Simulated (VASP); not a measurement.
# AlN (P6_3mc) in VASP: a series of runs, part 2 of 3

VASP 6.6.1.

## 3. Single point, PBE

INCAR reads:

```
SYSTEM = AlN
PREC = Accurate ; ENCUT = 520
EDIFF = 1E-6 ; ISMEAR = 0
SIGMA = 0.03 ; LREAL = .FALSE.
LASPH = .TRUE. ; NELM = 100
ALGO = Normal ; ISIF = 2
LWAVE = .FALSE. ; LCHARG = .TRUE.
GGA = PE ; LELF = .TRUE.
LVHAR = .TRUE. ; NBANDS = 16
```

KPOINTS reads:

```
Automatic mesh
0
G
  8 8 5
  0 0 0
```

POSCAR reads:

```
AlN
1.0
    3.1109999993      0.0000000000      0.0000000000
   -1.5554999997      2.6942050306      0.0000000000
    0.0000000000      0.0000000000      4.9511140000
Al N
2 2
Direct
    0.3333333333      0.6666666667     -0.0005508201
    0.6666666667      0.3333333333      0.4994491799
    0.3333333333      0.6666666667      0.3825508201
    0.6666666667      0.3333333333      0.8825508201
```

Potentials or basis: VASP PAW PBE potentials, release 64 (Al, N).

Command:

```
> cat potpaw_PBE.64/Al/POTCAR potpaw_PBE.64/N/POTCAR > POTCAR
> mpirun -np 1 vasp_std > vasp.out
```

OUTCAR:

```text
SYSTEM = AlN
   PREC = Accurate
   ENCUT = 520
   EDIFF = 1E-6
   ISMEAR = 0
   LREAL = .FALSE.
   LASPH = .TRUE.
   NELM = 100
   ISIF = 2
   GGA = PE

 ion  position               nearest neighbor table
   1  0.333  0.667  0.999-   4 1.89   4 1.89   4 1.89   3 1.90   2 3.06   2 3.06   2 3.06   2 3.06
                             2 3.06   2 3.06
   2  0.667  0.333  0.499-   3 1.89   3 1.89   3 1.89   4 1.90   1 3.06   1 3.06   1 3.06   1 3.06
                             1 3.06   1 3.06
   3  0.333  0.667  0.383-   2 1.89   2 1.89   2 1.89   1 1.90
   4  0.667  0.333  0.883-   1 1.89   1 1.89   1 1.89   2 1.90

  LATTYP: Found a hexagonal cell.
 ALAT       =     3.1109999993
 C/A-ratio  =     1.5914863392

  Lattice vectors:

 A1 = (   3.1109999993,   0.0000000000,   0.0000000000)
 A2 = (  -1.5554999997,   2.6942050306,   0.0000000000)
 A3 = (   0.0000000000,   0.0000000000,   4.9511140000)

Analysis of symmetry for initial positions (statically):
=====================================================================
 Subroutine PRICEL returns:
 Original cell was already a primitive cell.

 Routine SETGRP: Setting up the symmetry group for a
 hexagonal supercell.

 Subroutine GETGRP returns: Found 12 space group operations
 (whereof  6 operations were pure point group operations)
 out of a pool of 24 trial point group operations.

The static configuration has the point symmetry C_3v.
 The point group associated with its full space group is C_6v.

Analysis of symmetry for dynamics (positions and initial velocities):
=====================================================================
 Subroutine PRICEL returns:
 Original cell was already a primitive cell.

 Routine SETGRP: Setting up the symmetry group for a
 hexagonal supercell.

 Subroutine GETGRP returns: Found 12 space group operations
 (whereof  6 operations were pure point group operations)
 out of a pool of 24 trial point group operations.

The dynamic configuration has the point symmetry C_3v.
 The point group associated with its full space group is C_6v.

 Subroutine INISYM returns: Found 12 space group operations
[... 121 lines left out ...]
     AMIX_MAG =   1.60;   BMIX_MAG =  1.00
  volume/ion in A,a.u.               =      10.37        70.01
  Fermi-wavevector in a.u.,A,eV,Ry     =   1.191526  2.251658 19.316666  1.419735
  Thomas-Fermi vector in A             =   2.327586
   LORBIT       =      0    0 simple, 1 ext, 2 COOP (PROOUT), +10 PAW based schemes
   GGA     = PE    functional components
   LHFCALC =     F    Hartree Fock is set to
   AEXX    =    0.0000 exact exchange contribution
   IVDW    =     0    specifies the selected vdW correction
   LEPSILON=     F    determine dielectric tensor
   LRPA    =     F    only Hartree local field effects (RPA)
 non-spin polarized calculation
 Gauss-broadening in eV      SIGMA  =   0.03
  energy-cutoff  :      520.00
  volume of cell :       41.50
 maximum number of plane-waves:      1132
 NGX is ok and might be reduce to    24
   NGX = 11   NGY = 11   NGZ = 19

 number of electron      15.9999997 magnetization

 Free energy of the ion-electron system (eV)
  ---------------------------------------------------
  ext. energy  EPLUGINS =         0.00000000
  ---------------------------------------------------
  free energy    TOTEN  =       -29.76359787 eV

  energy without entropy =      -29.76359787  energy(sigma->0) =      -29.76359787

 E-fermi :   6.4675     XC(G=0): -10.9385

 val. band max:        6.2594312038   @ k =   0.0000   0.0000   0.0000
 cond. band min:      10.4876222277   @ k =   0.0000   0.0000   0.0000
 fundamental gap:      4.2281910239
 Fermi energy:         6.4675272581

 k-point     1 :       0.0000    0.0000    0.0000
  band No.  band energies     occupation
      1      -9.0114      2.00000
      2      -6.8191      2.00000
      3       0.2183      2.00000
      4       5.3150      2.00000
      5       5.3150      2.00000
      6       5.9842      2.00000
[... 433 lines left out ...]
      3       0.9418      2.00000
      4       1.3470      2.00000
      5       4.2059      2.00000
      6       4.6397      2.00000
[... 8 lines left out ...]
     15      18.8823      0.00000
     16      20.0744      0.00000

 [... further k-points ...]
[... 5 lines left out ...]
  --------------------------------------------------------------------------------------
  -------------------------------------------------------------------------------------
  Total        1.1319966      1.1319966      1.5387689     -0.0000000      0.0000000      0.0000000
  in kB       43.7040940     43.7040940     59.4087479     -0.0000000      0.0000000      0.0000000
  external PRESSURE =      48.9389786 kB  Pullay stress =       0.0000000 kB

 VOLUME and BASIS-vectors are now :
 -----------------------------------------------------------------------------
  energy-cutoff  :      520.00
  volume of cell :       41.50
      direct lattice vectors                 reciprocal lattice vectors
     3.110999999  0.000000000  0.000000000     0.321440052  0.185583500  0.000000000
    -1.555500000  2.694205031  0.000000000     0.000000000  0.371167001  0.000000000
     0.000000000  0.000000000  4.951114000     0.000000000  0.000000000  0.201974748

 POSITION                                       TOTAL-FORCE (eV/Angst)
 -----------------------------------------------------------------------------------
     -0.00000      1.79614      4.94839         0.000000     -0.000000     -0.000308
      1.55550      0.89807      2.47283        -0.000000      0.000000     -0.000308
     -0.00000      1.79614      1.89405         0.000000      0.000000      0.000308
      1.55550      0.89807      4.36961        -0.000000     -0.000000      0.000308
 -----------------------------------------------------------------------------------
    total drift:                               -0.000000      0.000000     -0.000596

  FREE ENERGIE OF THE ION-ELECTRON SYSTEM (eV)
  ---------------------------------------------------
  free  energy   TOTEN  =       -29.7635978734 eV

  energy  without entropy=      -29.7635978734  energy(sigma->0) =      -29.76359787
```

OSZICAR:

```text
N       E                     dE             d eps       ncg     rms          rms(c)
DAV:   1     0.403443920548E+02    0.40344E+02   -0.72537E+03   960   0.891E+02
DAV:   2    -0.311425746912E+02   -0.71487E+02   -0.65927E+02  1304   0.190E+02
DAV:   3    -0.345144111795E+02   -0.33718E+01   -0.33645E+01  1216   0.419E+01
DAV:   4    -0.345349048530E+02   -0.20494E-01   -0.20492E-01  1192   0.368E+00
DAV:   5    -0.345351769383E+02   -0.27209E-03   -0.27208E-03  1240   0.427E-01    0.122E+01
DAV:   6    -0.297525897126E+02    0.47826E+01   -0.10638E+01  1136   0.237E+01    0.417E+00
DAV:   7    -0.297753100877E+02   -0.22720E-01   -0.68743E-01  1048   0.583E+00    0.296E+00
DAV:   8    -0.297680794100E+02    0.72307E-02   -0.59871E-02  1056   0.225E+00    0.593E-01
DAV:   9    -0.297630534884E+02    0.50259E-02   -0.12156E-02  1304   0.817E-01    0.246E-01
DAV:  10    -0.297636767360E+02   -0.62325E-03   -0.22999E-03  1064   0.300E-01    0.131E-01
DAV:  11    -0.297635948918E+02    0.81844E-04   -0.17859E-04  1088   0.103E-01    0.325E-02
DAV:  12    -0.297635980581E+02   -0.31663E-05   -0.11453E-05  1072   0.270E-02    0.722E-03
DAV:  13    -0.297635978734E+02    0.18465E-06   -0.44402E-06  1112   0.163E-02
   1 F= -.29763598E+02 E0= -.29763598E+02  d E =-.671570E-25
```

stdout:

```text
POSCAR found type information on POSCAR AlN
 POSCAR found :  2 types and       4 ions
 scaLAPACK will be used
 LDA part: xc-table for (Slater+PW92), standard interpolation
 POSCAR, INCAR and KPOINTS ok, starting setup
 FFT: planning ... GRIDC
 FFT: planning ... GRID_SOFT
 FFT: planning ... GRID
 WAVECAR not read
 entering main loop
```

Run time: 8.4 s. Hardware: 1 thread of Intel Xeon 6975P-C (Granite Rapids), shared host; peak memory 0.16 GiB.

What came out:

* Free energy: -29.7636 eV
* Pressure: 4.9 GPa
* Band gap on the k mesh: 4.23 eV, direct

Stress tensor (GPa, compression positive):
```
4.37 0.00 0.00
0.00 4.37 0.00
0.00 0.00 5.94
```

## 4. Single point, LDA

INCAR reads:

```
PREC     = Accurate       # precision mode
ENCUT    = 520            # plane-wave cutoff, eV
EDIFF    = 1E-6           # SCF threshold, eV
ISMEAR   = 0              # smearing method
SIGMA    = 0.05           # smearing width, eV
LREAL    = False          # projectors in reciprocal space
LASPH    = True           # aspherical terms in the spheres
NELM     = 80             # most SCF steps
ALGO     = Normal         # electronic algorithm
ISIF     = 2              # what is computed and relaxed
LWAVE    = False          # write WAVECAR
LCHARG   = False          # write CHGCAR
NBANDS   = 16             # bands
```

KPOINTS reads:

```
Automatic mesh
0
Gamma
  8 8 5
```

POSCAR reads:

```
AlN
1.0
    3.1109999993      0.0000000000      0.0000000000
   -1.5554999997      2.6942050306      0.0000000000
    0.0000000000      0.0000000000      4.9511140000
Al N
2 2
Direct
    0.3333333333      0.6666666667     -0.0004548268
    0.6666666667      0.3333333333      0.4995451732
    0.3333333333      0.6666666667      0.3824548268
    0.6666666667      0.3333333333      0.8824548268
```

Potentials or basis: VASP PAW LDA potentials, release 64 (Al, N).

Command:

```
> cat potpaw_LDA.64/Al/POTCAR potpaw_LDA.64/N/POTCAR > POTCAR
> mpirun -np 1 vasp_std > vasp.out
```

OUTCAR:

```text
PREC = Accurate
   ENCUT = 520
   EDIFF = 1E-6
   ISMEAR = 0
   LREAL = False
   LASPH = True
   NELM = 80
   ISIF = 2

 ion  position               nearest neighbor table
   1  0.333  0.667  1.000-   4 1.89   4 1.89   4 1.89   3 1.90   2 3.06   2 3.06   2 3.06   2 3.06
                             2 3.06   2 3.06
   2  0.667  0.333  0.500-   3 1.89   3 1.89   3 1.89   4 1.90   1 3.06   1 3.06   1 3.06   1 3.06
                             1 3.06   1 3.06
   3  0.333  0.667  0.382-   2 1.89   2 1.89   2 1.89   1 1.90
   4  0.667  0.333  0.882-   1 1.89   1 1.89   1 1.89   2 1.90

  LATTYP: Found a hexagonal cell.
 ALAT       =     3.1109999993
 C/A-ratio  =     1.5914863392

  Lattice vectors:

 A1 = (   3.1109999993,   0.0000000000,   0.0000000000)
 A2 = (  -1.5554999997,   2.6942050306,   0.0000000000)
 A3 = (   0.0000000000,   0.0000000000,   4.9511140000)

Analysis of symmetry for initial positions (statically):
=====================================================================
 Subroutine PRICEL returns:
 Original cell was already a primitive cell.

 Routine SETGRP: Setting up the symmetry group for a
 hexagonal supercell.

 Subroutine GETGRP returns: Found 12 space group operations
 (whereof  6 operations were pure point group operations)
 out of a pool of 24 trial point group operations.

The static configuration has the point symmetry C_3v.
 The point group associated with its full space group is C_6v.

Analysis of symmetry for dynamics (positions and initial velocities):
=====================================================================
 Subroutine PRICEL returns:
 Original cell was already a primitive cell.

 Routine SETGRP: Setting up the symmetry group for a
 hexagonal supercell.

 Subroutine GETGRP returns: Found 12 space group operations
 (whereof  6 operations were pure point group operations)
 out of a pool of 24 trial point group operations.

The dynamic configuration has the point symmetry C_3v.
 The point group associated with its full space group is C_6v.

 Subroutine INISYM returns: Found 12 space group operations
 (whereof  6 operations are pure point group operations),
 and found     1 'primitive' translations

----------------------------------------------------------------------------------------

                                     Primitive cell

  volume of cell :      41.4986

  direct lattice vectors                    reciprocal lattice vectors
     3.110999999  0.000000000  0.000000000     0.321440052  0.185583500  0.000000000
    -1.555500000  2.694205031  0.000000000     0.000000000  0.371167001  0.000000000
     0.000000000  0.000000000  4.951114000     0.000000000  0.000000000  0.201974748

  length of vectors
     3.110999999  3.110999999  4.951114000     0.371167001  0.371167001  0.201974748

  position of ions in fractional coordinates (direct lattice)
     0.333333333  0.666666667  0.999545173
     0.666666667  0.333333333  0.499545173
     0.333333333  0.666666667  0.382454827
     0.666666667  0.333333333  0.882454827

  ion indices of the primitive-cell ions
   primitive index   ion index
                 1           1
                 2           2
                 3           3
                 4           4

----------------------------------------------------------------------------------------

 KPOINTS: Automatic mesh

Automatic generation of k-mesh.
 Grid dimensions read from file:
 generate k-points for:    8    8    5

 Generating k-lattice:

  Cartesian coordinates                     Fractional coordinates (reciprocal lattice)
     0.040180006  0.023197938  0.000000000     0.125000000  0.000000000  0.000000000
     0.000000000  0.046395875  0.000000000     0.000000000  0.125000000  0.000000000
     0.000000000  0.000000000  0.040394950     0.000000000  0.000000000  0.200000000

  Length of vectors
     0.046395875  0.046395875  0.040394950

  Shift w.r.t. Gamma in fractional coordinates (k-lattice)
     0.000000000  0.000000000  0.000000000

 Subroutine IBZKPT returns following result:
 ===========================================

 Found     30 irreducible k-points:

 Following reciprocal coordinates:
            Coordinates               Weight
  0.000000  0.000000  0.000000      1.000000
  0.125000 -0.000000  0.000000      6.000000
  0.250000 -0.000000  0.000000      6.000000
  0.375000 -0.000000  0.000000      6.000000
  0.500000 -0.000000  0.000000      3.000000
  0.125000  0.125000  0.000000      6.000000
[... 16 lines left out ...]
  0.250000 -0.000000  0.400000     12.000000
  0.375000 -0.000000  0.400000     12.000000
 [... further k-points ...]
   k-points           NKPTS =     30   k-points in BZ     NKDIM =     30   number of bands    NBANDS=     16
   number of dos      NEDOS =    301   number of ions     NIONS =      4
   total plane-waves  NPLWV =  23040
   dimension x,y,z NGX =    24 NGY =   24 NGZ =   40
   dimension x,y,z NGXF=    48 NGYF=   48 NGZF=   80
   ions per type =               2   2
   NGX,Y,Z   is equivalent  to a cutoff of  12.83, 12.83, 13.43 a.u.
   NGXF,Y,Z  is equivalent  to a cutoff of  25.65, 25.65, 26.86 a.u.
 SYSTEM =  unknown system
   PREC   = accura    normal or accurate (medium, high low for compatibility)
   ISTART =      0    job   : 0-new  1-cont  2-samecut
   ICHARG =      2    charge: 1-file 2-atom 10-const
   ISPIN  =      1    spin polarized calculation?
   LNONCOLLINEAR =      F non collinear calculations
   LSORBIT =      F    spin-orbit coupling
   LASPH  =      T    aspherical Exc in radial PAW
   ENCUT  =  520.0 eV  38.22 Ry    6.18 a.u.   5.78  5.78  9.21*2*pi/ulx,y,z
   NELM   =     80;   NELMIN=  2; NELMDL= -5     # of ELM steps
   EDIFF  = 0.1E-05   stopping-criterion for ELM
   LREAL  =      F    real-space projection
   EDIFFG = 0.1E-04   stopping-criterion for IOM
   NSW    =      0    number of steps for IOM
   IBRION =     -1    ionic relax: 0-MD 1-quasi-New 2-CG
   NFREE  =      0    steps in history (QN), initial steepest desc. (CG)
   ISIF   =      2    stress and relaxation
   ISYM   =      2    0-nonsym 1-usesym 2-fastsym
   POTIM  = 0.5000    time-step for ionic-motion
   TEBEG  =    0.0;   TEEND  =   0.0 temperature during run
   PSTRESS=    0.0 pullay stress
   NELECT =      16.0000    total number of electrons
   NUPDOWN=      -1.0000    fix difference up-down
   EMIN   =  10.00;   EMAX   =-10.00  energy-range for DOS
   EFERMI =   0.00;   METHOD = LEGACY
   ISMEAR =     0;   SIGMA  =   0.05  broadening in eV -4-tet -1-fermi 0-gaus
   EFERMI_NEDOS =   21; number of points for ismear=-14 and -15
   IALGO  =     38    algorithm
   IMIX   =      4    mixing-type and parameters
     AMIX     =   0.40;   BMIX     =  1.00
     AMIX_MAG =   1.60;   BMIX_MAG =  1.00
  volume/ion in A,a.u.               =      10.37        70.01
  Fermi-wavevector in a.u.,A,eV,Ry     =   1.191526  2.251658 19.316666  1.419735
  Thomas-Fermi vector in A             =   2.327586
   LORBIT       =      0    0 simple, 1 ext, 2 COOP (PROOUT), +10 PAW based schemes
   GGA     = CA    functional components
   LHFCALC =     F    Hartree Fock is set to
   AEXX    =    0.0000 exact exchange contribution
   IVDW    =     0    specifies the selected vdW correction
   LEPSILON=     F    determine dielectric tensor
   LRPA    =     F    only Hartree local field effects (RPA)
 non-spin polarized calculation
 Gauss-broadening in eV      SIGMA  =   0.05
  energy-cutoff  :      520.00
  volume of cell :       41.50
 maximum number of plane-waves:      1132
 NGX is ok and might be reduce to    24
   NGX = 11   NGY = 11   NGZ = 19

 number of electron      15.9999999 magnetization

 Free energy of the ion-electron system (eV)
  ---------------------------------------------------
  ext. energy  EPLUGINS =         0.00000000
  ---------------------------------------------------
  free energy    TOTEN  =       -32.83608272 eV

  energy without entropy =      -32.83608272  energy(sigma->0) =      -32.83608272

 E-fermi :   6.2640     XC(G=0): -11.2734

 val. band max:        5.9927958556   @ k =   0.0000   0.0000   0.0000
 cond. band min:      10.2453970626   @ k =   0.0000   0.0000   0.0000
 fundamental gap:      4.2526012070
 Fermi energy:         6.2639632708

 k-point     1 :       0.0000    0.0000    0.0000
  band No.  band energies     occupation
      1      -9.1164      2.00000
      2      -6.8491      2.00000
      3      -0.1013      2.00000
      4       5.0486      2.00000
      5       5.0486      2.00000
      6       5.7227      2.00000
[... 433 lines left out ...]
      3       0.6366      2.00000
      4       1.0521      2.00000
      5       3.9210      2.00000
      6       4.3631      2.00000
[... 8 lines left out ...]
     15      18.4270      0.00000
     16      19.6014      0.00000

 [... further k-points ...]
[... 5 lines left out ...]
  --------------------------------------------------------------------------------------
  -------------------------------------------------------------------------------------
  Total       -0.8763824     -0.8763824     -0.4039969      0.0000000     -0.0000000      0.0000000
  in kB      -33.8353473    -33.8353473    -15.5975022      0.0000000     -0.0000000      0.0000000
  external PRESSURE =     -27.7560656 kB  Pullay stress =       0.0000000 kB

 VOLUME and BASIS-vectors are now :
 -----------------------------------------------------------------------------
  energy-cutoff  :      520.00
  volume of cell :       41.50
      direct lattice vectors                 reciprocal lattice vectors
     3.110999999  0.000000000  0.000000000     0.321440052  0.185583500  0.000000000
    -1.555500000  2.694205031  0.000000000     0.000000000  0.371167001  0.000000000
     0.000000000  0.000000000  4.951114000     0.000000000  0.000000000  0.201974748

 POSITION                                       TOTAL-FORCE (eV/Angst)
 -----------------------------------------------------------------------------------
     -0.00000      1.79614      4.94886         0.000000     -0.000000     -0.002290
      1.55550      0.89807      2.47331        -0.000000      0.000000     -0.002290
     -0.00000      1.79614      1.89358         0.000000      0.000000      0.002290
      1.55550      0.89807      4.36913        -0.000000     -0.000000      0.002290
 -----------------------------------------------------------------------------------
    total drift:                               -0.000000      0.000000     -0.000360

  FREE ENERGIE OF THE ION-ELECTRON SYSTEM (eV)
  ---------------------------------------------------
  free  energy   TOTEN  =       -32.8360827210 eV

  energy  without entropy=      -32.8360827210  energy(sigma->0) =      -32.83608272
```

Wall time 9.4 s (1 thread of Intel Xeon 6975P-C (Granite Rapids), shared host); peak memory 0.14 GiB.

Results:

* Free energy: -32.8361 eV
* Pressure: -2.8 GPa
* Band gap on the k mesh: 4.25 eV, direct

Forces on the atoms (eV/Å):
```
Al   0.000  0.000 -0.002
Al   0.000  0.000 -0.002
N    0.000  0.000  0.002
N    0.000  0.000  0.002
```

Stress tensor (GPa, compression positive):
```
-3.38  0.00  0.00
 0.00 -3.38  0.00
 0.00  0.00 -1.56
```

Levels at points of the mesh, in eV from the valence-band top:
```csv
k point,band 6,band 7,band 8,band 9,band 10,band 11
"(0.00, 0.00, 0.00)",-0.27,-0.27,0.00,4.25,6.51,10.53
"(0.50, 0.00, 0.00)",-2.19,-1.84,-0.74,5.61,5.70,8.09
```

As with any semilocal functional, this LDA gap is likely too small.

[end of part 2 of 3]
